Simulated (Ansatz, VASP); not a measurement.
## S: VASP beside Ansatz

```
CELL_PARAMETERS angstrom
3.21553 0.00000 0.00000
-1.60776 2.78473 0.00000
0.00000 0.00000 6.52896
ATOMIC_POSITIONS crystal
S 0.00000 0.00000 0.85501
S 0.00000 0.00000 0.14499
```

Alike in both runs: functional PBE; k mesh 6 × 6 × 4; occupations gaussian, width 0.1 eV; no spin polarisation.

Ansatz relaxed the structure, and its values are those at the end. VASP's run is a single point on that final structure, the one shown.

|  | VASP | Ansatz |
| --- | --- | --- |
| version | VASP 6.6.1 | Ansatz 0.2.0 |
| potentials or method | VASP PAW PBE potentials, release 64 (S), cutoff 520 eV | scalar-relativistic, plane waves, PAW |
| valence electrons in the cell | 12 | 12 |

```csv
,VASP,Ansatz,Ansatz less VASP
gap on the k mesh at the Fermi level (eV),none,none,-
pressure (GPa),-0.5,0.0,+0.49
rms of the force components (eV/Å),0.144,0.001,-0.1438
```

A gap of «none» marks a metal or a gap that the smearing closes. One of these differences is far larger than is usual between the two programs; its cause wasn't traced. The functional is the same, so the differences come from potentials, cutoffs and numerics.

The k mesh is coarse, so the values compare programs but aren't converged.
